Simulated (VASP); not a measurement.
# InSe (P3m1) in VASP: single point with r2SCAN

Aim: the single point of InSe with r2SCAN.

All numbers are computed with VASP 6.6.1; they aren't measurements. Logs are shortened: lines on timing, memory, paths and dates and some standing lists are left out, and cuts for length are marked.

## 1. The cell of the first run

It takes space group P3m1 (No. 156, trigonal). Conventional cell: a = 4.000 Å, b = 4.000 Å, c = 25.200 Å, α = 90.00°, β = 90.00°, γ = 120.00°. Within 3.5 Å of In (site symmetry 3m) lie 3 Se at 2.64 Å and 1 In at 2.80 Å. In (site symmetry 3m) has 3 Se at 2.64 Å and 1 In at 2.80 Å within 3.5 Å. Within 3.5 Å of In (site symmetry 3m) lie 3 Se at 2.64 Å and 1 In at 2.80 Å. Within 3.5 Å of In (site symmetry 3m) lie 3 Se at 2.64 Å and 1 In at 2.80 Å. Within 3.5 Å of In (site symmetry 3m) lie 3 Se at 2.64 Å and 1 In at 2.80 Å. In (site symmetry 3m) has 3 Se at 2.64 Å and 1 In at 2.80 Å within 3.5 Å. Se (site symmetry 3m) has 3 In at 2.64 Å within 3.5 Å. Se (site symmetry 3m) has 3 In at 2.64 Å within 3.5 Å.

## 2. Single point, r2SCAN (the distance across one plane changed)

The input, POSCAR:

```
InSe
1.0
   -1.9999996503     -3.4641010095      0.0000000000
    1.9999996503     -3.4641010095      0.0000000000
    0.0000000000      0.0000000000     25.2000100000
In Se
6 6
Direct
    0.0000000000      0.0000000000      0.7695391896
    0.3333333333      0.3333333333      0.1094862769
    0.6666666667      0.6666666667      0.4395127332
    1.0000000000      1.0000000000      0.8806260948
    0.3333333333      0.3333333333      0.2205731821
    0.6666666667      0.6666666667      0.5505996384
    1.0000000000      1.0000000000      0.3888536722
    0.3333333333      0.3333333333      0.7188801285
    0.6666666667      0.6666666667      0.0588272158
    1.0000000000      1.0000000000      0.6012256968
    0.3333333333      0.3333333333      0.9312521532
    0.6666666667      0.6666666667      0.2711992405
```

The input, INCAR.step1:

```
ALGO = Normal
EDIFF = 1E-4
ENCUT = 520
GGA = PE
ISMEAR = 0
LASPH = True
LCHARG = False
LREAL = False
LWAVE = True
NBANDS = 69
NELM = 80
PREC = Accurate
SIGMA = 0.05
```

The input, INCAR.step2:

```
ALGO = Normal
EDIFF = 1E-7
ENCUT = 520
ISIF = 2
ISMEAR = 0
ISTART = 1
LASPH = True
LCHARG = False
LMIXTAU = True
LREAL = False
LWAVE = False
METAGGA = R2SCAN
NBANDS = 69
NELM = 80
PREC = Accurate
SIGMA = 0.05
```

The input, KPOINTS:

```
k-points
0
Gamma
  8 8 2
```

Potentials or basis: VASP PAW PBE potentials, release 64 (In_d, Se).

Started as:

```sh
> cat potpaw_PBE.64/In_d/POTCAR potpaw_PBE.64/Se/POTCAR > POTCAR
> cp INCAR.step1 INCAR
> mpirun -np 1 vasp_std > vasp.out
> cp INCAR.step2 INCAR
> mpirun -np 1 vasp_std > vasp.out
```

OUTCAR:

```text
EDIFF = 1E-7
   ENCUT = 520
   ISIF = 2
   ISMEAR = 0
   ISTART = 1
   LASPH = True
   LREAL = False
   METAGGA = R2SCAN
   NELM = 80
   PREC = Accurate

 ion  position               nearest neighbor table
   1  0.000  0.000  0.770-   8 2.64   8 2.64   8 2.64   4 2.80
   2  0.333  0.333  0.109-   9 2.64   9 2.64   9 2.64   5 2.80
   3  0.667  0.667  0.440-   7 2.64   7 2.64   7 2.64   6 2.80
   4  0.000  0.000  0.881-  11 2.64  11 2.64  11 2.64   1 2.80
   5  0.333  0.333  0.221-  12 2.64  12 2.64  12 2.64   2 2.80
   6  0.667  0.667  0.551-  10 2.64  10 2.64  10 2.64   3 2.80
   7  0.000  0.000  0.389-   3 2.64   3 2.64   3 2.64
   8  0.333  0.333  0.719-   1 2.64   1 2.64   1 2.64
   9  0.667  0.667  0.059-   2 2.64   2 2.64   2 2.64
  10  0.000  0.000  0.601-   6 2.64   6 2.64   6 2.64
  11  0.333  0.333  0.931-   4 2.64   4 2.64   4 2.64
  12  0.667  0.667  0.271-   5 2.64   5 2.64   5 2.64

  LATTYP: Found a hexagonal cell.
 ALAT       =     3.9999993007
 C/A-ratio  =     6.3000036015

  Lattice vectors:

 A1 = (  -1.9999996503,   3.4641010095,   0.0000000000)
 A2 = (  -1.9999996503,  -3.4641010095,   0.0000000000)
 A3 = (   0.0000000000,   0.0000000000,  25.2000100000)

Analysis of symmetry for initial positions (statically):
=====================================================================
 Subroutine PRICEL returns:
 Original cell was already a primitive cell.

 Routine SETGRP: Setting up the symmetry group for a
 hexagonal supercell.

 Subroutine GETGRP returns: Found  6 space group operations
 (whereof  6 operations were pure point group operations)
 out of a pool of 24 trial point group operations.

The static configuration has the point symmetry C_3v.

Analysis of symmetry for dynamics (positions and initial velocities):
=====================================================================
 Subroutine PRICEL returns:
 Original cell was already a primitive cell.

 Routine SETGRP: Setting up the symmetry group for a
 hexagonal supercell.

 Subroutine GETGRP returns: Found  6 space group operations
 (whereof  6 operations were pure point group operations)
 out of a pool of 24 trial point group operations.

The dynamic configuration has the point symmetry C_3v.

 Subroutine INISYM returns: Found  6 space group operations
 (whereof  6 operations are pure point group operations),
[... 120 lines left out ...]
   TEBEG  =    0.0;   TEEND  =   0.0 temperature during run
   PSTRESS=    0.0 pullay stress
   NELECT =     114.0000    total number of electrons
   NUPDOWN=      -1.0000    fix difference up-down
   EMIN   =  10.00;   EMAX   =-10.00  energy-range for DOS
   EFERMI =   0.00;   METHOD = LEGACY
   ISMEAR =     0;   SIGMA  =   0.05  broadening in eV -4-tet -1-fermi 0-gaus
   EFERMI_NEDOS =   21; number of points for ismear=-14 and -15
   IALGO  =     38    algorithm
   IMIX   =      4    mixing-type and parameters
     AMIX     =   0.40;   BMIX     =  1.00
     AMIX_MAG =   1.60;   BMIX_MAG =  1.00
  volume/ion in A,a.u.               =      29.10       196.37
  Fermi-wavevector in a.u.,A,eV,Ry     =   1.127265  2.130222 17.289285  1.270727
  Thomas-Fermi vector in A             =   2.263950
   LORBIT       =      0    0 simple, 1 ext, 2 COOP (PROOUT), +10 PAW based schemes
   METAGGA = R2SCAN    functional components
   LHFCALC =     F    Hartree Fock is set to
   AEXX    =    0.0000 exact exchange contribution
   IVDW    =     0    specifies the selected vdW correction
   LEPSILON=     F    determine dielectric tensor
   LRPA    =     F    only Hartree local field effects (RPA)
 non-spin polarized calculation
 Gauss-broadening in eV      SIGMA  =   0.05
  energy-cutoff  :      520.00
  volume of cell :      349.18
 maximum number of plane-waves:      9466
 NGX is ok and might be reduce to    30
   NGX = 15   NGY = 15   NGZ = 93

 number of electron     113.9999974 magnetization

 Free energy of the ion-electron system (eV)
  ---------------------------------------------------
  ext. energy  EPLUGINS =         0.00000000
  ---------------------------------------------------
  free energy    TOTEN  =      -229.35870919 eV

  energy without entropy =     -229.35870919  energy(sigma->0) =     -229.35870919

 E-fermi :   4.1249     XC(G=0):  -9.4650

 val. band max:        3.9194117827   @ k =   0.0000   0.0000   0.5000
 cond. band min:       4.7873018542   @ k =   0.0000   0.0000   0.5000
 fundamental gap:      0.8678900716
 Fermi energy:         4.1249063052

 k-point     1 :       0.0000    0.0000    0.0000
  band No.  band energies     occupation
      1     -11.3833      2.00000
      2     -11.3809      2.00000
      3     -11.3773      2.00000
      4     -11.2016      2.00000
      5     -11.2016      2.00000
      6     -11.1997      2.00000
[... 1429 lines left out ...]
     68       8.6930      0.00000
     69       8.7249      0.00000

------------------------ aborting loop because EDIFF is reached ----------------------------------------

  FORCE on cell =-STRESS in cart. coord.  units (eV):
  Direction    XX          YY          ZZ          XY          YZ          ZX
  --------------------------------------------------------------------------------------
  -------------------------------------------------------------------------------------
  Total        3.0132191      3.0132191      1.5653747      0.0000000     -0.0000000      0.0000000
  in kB       13.8257952     13.8257952      7.1825345      0.0000000     -0.0000000      0.0000000
  external PRESSURE =      11.6113750 kB  Pullay stress =       0.0000000 kB

 VOLUME and BASIS-vectors are now :
 -----------------------------------------------------------------------------
  energy-cutoff  :      520.00
  volume of cell :      349.18
      direct lattice vectors                 reciprocal lattice vectors
    -1.999999650 -3.464101010  0.000000000    -0.250000044 -0.144337593  0.000000000
     1.999999650 -3.464101010  0.000000000     0.250000044 -0.144337593  0.000000000
     0.000000000  0.000000000 25.200010000     0.000000000  0.000000000  0.039682524

 POSITION                                       TOTAL-FORCE (eV/Angst)
 -----------------------------------------------------------------------------------
      0.00000      0.00000     19.39240         0.000000     -0.000000      0.099534
      0.00000     -2.30940      2.75906        -0.000000      0.000000      0.077236
      0.00000     -4.61880     11.07573         0.000000      0.000000      0.098639
      0.00000      0.00000     22.19179        -0.000000      0.000000     -0.078344
      0.00000     -2.30940      5.55845         0.000000     -0.000000     -0.096958
      0.00000     -4.61880     13.87512         0.000000      0.000000     -0.094493
      0.00000      0.00000      9.79912         0.000000     -0.000000      0.058264
      0.00000     -2.30940     18.11579         0.000000     -0.000000      0.057830
      0.00000     -4.61880      1.48245         0.000000     -0.000000     -0.024888
      0.00000      0.00000     15.15089         0.000000     -0.000000     -0.062103
      0.00000     -2.30940     23.46756         0.000000     -0.000000      0.026955
      0.00000     -4.61880      6.83422         0.000000     -0.000000     -0.061672
 -----------------------------------------------------------------------------------
    total drift:                                0.000000      0.000016      0.000732

  FREE ENERGIE OF THE ION-ELECTRON SYSTEM (eV)
  ---------------------------------------------------
  free  energy   TOTEN  =      -229.3587091883 eV

  energy  without entropy=     -229.3587091882  energy(sigma->0) =     -229.35870919
```

OUTCAR.step1:

```text
EDIFF = 1E-4
   ENCUT = 520
   GGA = PE
   ISMEAR = 0
[... 1695 lines left out ...]
      0.00000     -4.61880      1.48245        -0.000000      0.000000     -0.248216
      0.00000      0.00000     15.15089         0.000000      0.000000      0.178125
      0.00000     -2.30940     23.46756         0.000000      0.000000      0.249404
      0.00000     -4.61880      6.83422        -0.000000      0.000000      0.178663
 -----------------------------------------------------------------------------------
    total drift:                                0.000000      0.000001     -0.000135

  FREE ENERGIE OF THE ION-ELECTRON SYSTEM (eV)
  ---------------------------------------------------
  free  energy   TOTEN  =       -42.4018629871 eV

  energy  without entropy=      -42.4018629871  energy(sigma->0) =      -42.40186299
```

OSZICAR.step1:

```text
N       E                     dE             d eps       ncg     rms          rms(c)
DAV:   1     0.125118650860E+04    0.12512E+04   -0.49847E+04  2776   0.185E+03
DAV:   2     0.176216584631E+03   -0.10750E+04   -0.10461E+04  2768   0.496E+02
DAV:   3    -0.260365651466E+02   -0.20225E+03   -0.19346E+03  3207   0.215E+02
DAV:   4    -0.429953628586E+02   -0.16959E+02   -0.16728E+02  3320   0.597E+01
DAV:   5    -0.437028938843E+02   -0.70753E+00   -0.70472E+00  3304   0.122E+01    0.132E+01
DAV:   6    -0.424362111816E+02    0.12667E+01   -0.21331E+00  3713   0.162E+01    0.707E+00
DAV:   7    -0.424086590149E+02    0.27552E-01   -0.16510E+00  4144   0.602E+00    0.200E+00
DAV:   8    -0.423965725523E+02    0.12086E-01   -0.17638E-01  3982   0.341E+00    0.146E+00
DAV:   9    -0.424018357603E+02   -0.52632E-02   -0.37455E-02  3664   0.649E-01    0.469E-01
DAV:  10    -0.424013660530E+02    0.46971E-03   -0.42449E-03  3702   0.644E-01    0.176E-01
DAV:  11    -0.424018233295E+02   -0.45728E-03   -0.18441E-03  2800   0.169E-01    0.407E-02
DAV:  12    -0.424018629871E+02   -0.39658E-04   -0.83722E-05  2070   0.785E-02
   1 F= -.42401863E+02 E0= -.42401863E+02  d E =-.298427E-11
```

Wall time 1.5 h (1 thread of Oxide Virtual Turin-like, shared host); peak memory 0.65 GiB.

Results:

- Free energy: -229.3587 eV
- Pressure: 1.2 GPa
- Largest force: 0.100 eV/Å
- Band gap on the k mesh: 0.87 eV

Forces on the atoms (eV/Å):
```
In   0.000  0.000  0.100
In   0.000  0.000  0.077
In   0.000  0.000  0.099
In   0.000  0.000 -0.078
In   0.000  0.000 -0.097
In   0.000  0.000 -0.094
Se   0.000  0.000  0.058
Se   0.000  0.000  0.058
Se   0.000  0.000 -0.025
Se   0.000  0.000 -0.062
Se   0.000  0.000  0.027
Se   0.000  0.000 -0.062
```

Stress tensor (GPa, compression positive):
```
1.38 0.00 0.00
0.00 1.38 0.00
0.00 0.00 0.72
```

Levels at points of the mesh, in eV from the valence-band top:
```tsv
k point	band 54	band 55	band 56	band 57	band 58	band 59	band 60	band 61
(0.00, 0.00, 0.00)	-1.20	-1.20	-0.52	-0.45	1.27	1.33	2.09	2.59
(0.50, 0.00, 0.00)	-2.12	-1.77	-1.75	-1.57	1.49	1.61	1.66	2.09
(0.00, 0.00, 0.50)	-1.19	-1.19	-1.15	0.00	0.87	1.80	1.89	2.62
(0.50, 0.00, 0.50)	-2.14	-1.73	-1.68	-1.65	1.47	1.65	1.71	2.03
```

Caveat: the cell differs from its parent crystal (the distance across one plane changed); the PAW data sets were made with another functional, which shifts forces and pressure a little; spin-orbit coupling is left out, which moves the levels of the heavy elements. A k mesh can miss the band edges.
